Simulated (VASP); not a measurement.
A run of VASP 6.6.1:

The input INCAR:

```
SYSTEM = TePt
PREC = Accurate
ENCUT = 520
EDIFF = 1E-6
ISMEAR = -1
SIGMA = 0.05
LREAL = .False.
LASPH = .True.
NELM = 80
ALGO = Normal
ISIF = 2
LWAVE = .False.
LCHARG = .True.
LELF = .True.
LVHAR = .True.
NBANDS = 15
```

Contents of KPOINTS:

```
Automatic mesh
0
Gamma
  11 11 11
  0 0 0
```

File POSCAR:

```
TePt
1.0
    0.0000000000      2.3436521639      2.3436521639
    2.3436521639      0.0000000000      2.3436521639
    2.3436521639      2.3436521639      0.0000000000
Pt Te
1 1
Direct
    0.0000000000      0.0000000000      0.0000000000
    0.2500000000      0.2500000000      0.2500000000
```

Potentials or basis: VASP PAW LDA potentials, release 64 (Pt, Te).

Command:

```bash
$ cat potpaw_LDA.64/Pt/POTCAR potpaw_LDA.64/Te/POTCAR > POTCAR
$ mpirun -np 1 vasp_std > vasp.out
```

Hardware: 1 thread of AMD EPYC 9R45 (Zen 5) (shared host).

**Question.** How long does it take, and how much memory?

**Answer.** Run time: 25 s on 1 thread of AMD EPYC 9R45 (Zen 5), with other jobs on the host, peak memory 0.12 GiB. Counts: scf iterations 12, k points 56.
